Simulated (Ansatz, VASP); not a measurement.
## TiB2: VASP beside Ansatz

Contents of INCAR:

```
PREC = Accurate ; ENCUT = 520
EDIFF = 1E-8 ; ISMEAR = -1
SIGMA = 0.05 ; LREAL = False
LASPH = True ; NELM = 60
ALGO = Normal ; ISIF = 2
LWAVE = False ; LCHARG = False
GGA = PE ; LEFG = True
NBANDS = 16
```

Contents of KPOINTS:

```
regular mesh
0
Gamma
  10 10 9
```

POSCAR

```
TiB2
1.0
    3.0259273119      0.0000000000      0.0000000000
   -1.5129636559      2.6205299221      0.0000000000
    0.0000000000      0.0000000000      3.2287677100
Ti B
1 2
Direct
    0.0000000000      0.0000000000      0.0000000000
    0.3500000000      0.6750000000      0.5000000000
    0.6500000000      0.3250000000      0.5000000000
```

Input for Ansatz:

```yaml
crystal:
  lattice:
    - [3.0259273119, 0.0, 0.0]
    - [-1.5129636559, 2.6205299221, 0.0]
    - [0.0, 0.0, 3.22876771]
  atoms:
    - { symbol: Ti, position: [0.0, 0.0, 0.0] }
    - { symbol: B, position: [0.35, 0.675, 0.5] }
    - { symbol: B, position: [0.65, 0.325, 0.5] }
kpoints:
  mp_grid: { grid: [10, 10, 9] }
scf:
  occupations: { method: fermi_dirac, width: 0.05 }
hamiltonian:
  xc: pbe
  pseudopotentials: { kind: paw }
output:
  forces: true
  stress: true
  eigenvalues: true
  efg: { contact_densities: true }
  populations: true
```

Change from the starting cell: shortest bond scaled by 1.05, PAW files.

Alike in both runs: task electric field gradients; functional PBE; k mesh 10 × 10 × 9; occupations fermi-dirac, width 0.05 eV; no spin polarisation.

|  | VASP | Ansatz |
| --- | --- | --- |
| version | VASP 6.6.1 | Ansatz 0.2.0 |
| potentials or method | VASP PAW PBE potentials, release 64 (Ti_sv, B) | PAW with Ansatz's default frozen-core files, scalar-relativistic |
| plane-wave cutoff (eV) | 520 | 420 |
| valence electrons in the cell | 18 | 18 |

```tsv
	VASP	Ansatz	Ansatz less VASP
pressure (GPa)	1.8	1.6	-0.18
traceless stress, the component that is largest in VASP (GPa)	-1.60	-1.61	-0.015
rms of the force components (eV/Å)	0.582	0.580	-0.0022
size of Vzz on the site where it differs most (V/Å²)	17.4	19.5	+2.12
```

Atom by atom the forces differ by 0.002 eV/Å (rms over components).
